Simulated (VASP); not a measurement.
Input of a VASP 6.6.1 run:

The input INCAR:

```
PREC     = Accurate       # precision mode
ENCUT    = 520            # plane-wave cutoff, eV
EDIFF    = 1E-6           # SCF threshold, eV
ISMEAR   = 0              # smearing method
SIGMA    = 0.15           # smearing width, eV
LREAL    = False          # projectors in reciprocal space
LASPH    = True           # aspherical terms in the spheres
NELM     = 60             # most SCF steps
ALGO     = Fast           # electronic algorithm
ISIF     = 2              # what is computed and relaxed
LWAVE    = False          # write WAVECAR
LCHARG   = True           # write CHGCAR
GGA      = CA             # functional
LELF     = True           # ELF
LVHAR    = True         
NBANDS   = 13             # bands
```

KPOINTS

```
regular mesh
0
Gamma
  20 20 20
```

The input POSCAR:

```
Mo
1.0
    0.0000000000      2.0452250000      2.0754500000
    2.0452250000      0.0000000000      2.0754500000
    2.0452250000      2.0452250000      0.0000000000
Mo
1
Direct
    0.0000000000      0.0000000000      0.0000000000
```

Potentials or basis: VASP PAW LDA potentials, release 64 (Mo_sv).

Command:

```console
$ cat potpaw_LDA.64/Mo_sv/POTCAR > POTCAR
$ mpirun -np 1 vasp_std > vasp.out
```

Task: What does it give for the band gap on the k mesh?

Result: Zero (band 7 reaches 13.97 eV, above the bottom of band 8 at 9.88 eV).

Task: Estimate the pressure.

Result: -26.1 GPa.

Stress tensor (GPa, compression positive):
```
-26.93   0.00   0.00
  0.00 -26.93   0.00
  0.00   0.00 -24.36
```

Caveat: the cell differs from its parent crystal (strain +0.015 along x and y, +0.030 along z).
